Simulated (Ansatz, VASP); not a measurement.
**Nb2Te6Mo: VASP beside Ansatz**

```
CELL_PARAMETERS angstrom
3.72377 0.00000 0.00000
-1.86188 3.22488 0.00000
0.00000 0.00000 21.46384
ATOMIC_POSITIONS crystal
Nb 0.00000 0.00000 0.83333
Nb 0.00000 0.00000 0.16667
Te 0.66667 0.33333 0.08188
Te 0.66667 0.33333 0.41521
Te 0.66667 0.33333 0.74854
Te 0.33333 0.66667 0.91812
Te 0.33333 0.66667 0.25146
Te 0.33333 0.66667 0.58479
Mo 0.00000 0.00000 0.50000
```

Alike in both runs: task relaxation of cell and atoms; functional PBE; k mesh 6 × 6 × 1; occupations gaussian, width 0.1 eV; no spin polarisation.

|  | VASP | Ansatz |
| --- | --- | --- |
| version | VASP 6.6.1 | Ansatz 0.2.0 |
| potentials or method | VASP PAW PBE potentials, release 64 (Nb_sv, Te, Mo_sv), cutoff 600 eV | scalar-relativistic, plane waves, PAW |
| valence electrons in the cell | 76 | 136 |

```tsv
	VASP	Ansatz	Ansatz less VASP
gap on the k mesh at the Fermi level, each at its own relaxed structure (eV)	none	none	-
relaxed volume (Å³/atom)	27.88	28.75	+0.871
relaxed length of the cell vector where the two differ most in proportion (Å)	21.949	22.822	+0.8725
```

A gap of «none» marks a metal or a gap that the smearing closes. VASP's potentials hold 76 valence electrons a cell and Ansatz's 136, so a difference there can come from the potentials and not from the codes.

Spin-orbit coupling is off throughout.
